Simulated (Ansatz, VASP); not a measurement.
## One calculation of NaCl, two programs

File POSCAR:

```
NaCl
1.0
    0.0000000000      3.0872727782      3.1190716878
    3.0872727782      0.0000000000      3.1190716878
    3.0872727782      3.0872727782      0.0000000000
Na Cl
1 1
Direct
    0.0000000000      0.0000000000      0.0000000000
    0.2500000000      0.2500000000      0.2500000000
```

INCAR.step1

```
ALGO = Normal
EDIFF = 1E-4
ENCUT = 520
GGA = PE
ISMEAR = 0
LASPH = T
LCHARG = F
LREAL = F
LWAVE = T
NBANDS = 14
NELM = 80
PREC = Accurate
SIGMA = 0.01
```

File INCAR.step2:

```
ALGO = Normal
EDIFF = 1E-7
ENCUT = 520
ISIF = 2
ISMEAR = 0
ISTART = 1
LASPH = T
LCHARG = F
LMIXTAU = T
LREAL = F
LWAVE = F
METAGGA = R2SCAN
NBANDS = 14
NELM = 80
PREC = Accurate
SIGMA = 0.01
```

File KPOINTS:

```
k-points
0
Gamma
  8 8 8
```

Input for Ansatz:

```yaml
crystal:
  lattice:
    - [0.0, 3.0872727782, 3.1190716878]
    - [3.0872727782, 0.0, 3.1190716878]
    - [3.0872727782, 3.0872727782, 0.0]
  atoms:
    - { symbol: Na, position: [0.0, 0.0, 0.0] }
    - { symbol: Cl, position: [0.25, 0.25, 0.25] }
kpoints:
  mp_grid: { grid: [8, 8, 8] }
  band_path:
    path:
      - [0.0, 0.0, 0.0]
      - [-0.5, -0.5, 0.0]
      - [-0.375, -0.375, 0.25]
      - [-0.375, 0.0, 0.375]
      - [0.0, 0.0, 0.5]
      - [-0.5, -0.25, 0.25]
    npoints: 1
hamiltonian:
  xc: r2scan
scf:
  occupations: { method: fixed }
  n_extra_bands: 4
output:
  forces: true
  stress: true
  eigenvalues: true
```

Change from the starting cell: uniaxial_z strain +1.0%.

Alike in both runs: task single point; functional r2SCAN; k mesh 8 × 8 × 8; no spin polarisation.

|  | VASP | Ansatz |
| --- | --- | --- |
| version | VASP 6.6.1 | Ansatz 0.2.0 |
| potentials or method | VASP PAW PBE potentials, release 64 (Na_pv, Cl) | plane waves, PAW |
| plane-wave cutoff (eV) | 520 | 500 |
| occupations | gaussian, width 0.01 eV | fixed |
| valence electrons in the cell | 14 | 16 |

Ansatz gave:

```
gap on the k mesh at the Fermi level (eV) : 5.52
pressure (GPa)                            : -0.2
```

Problem. What did VASP give for the same quantities?

Solution. gap on the k mesh at the Fermi level (eV): 5.54; pressure (GPa): -0.3.

VASP's potentials were made for PBE, not for r2SCAN. VASP's potentials hold 14 valence electrons a cell and Ansatz's 16, so a difference there can come from the potentials and not from the codes.
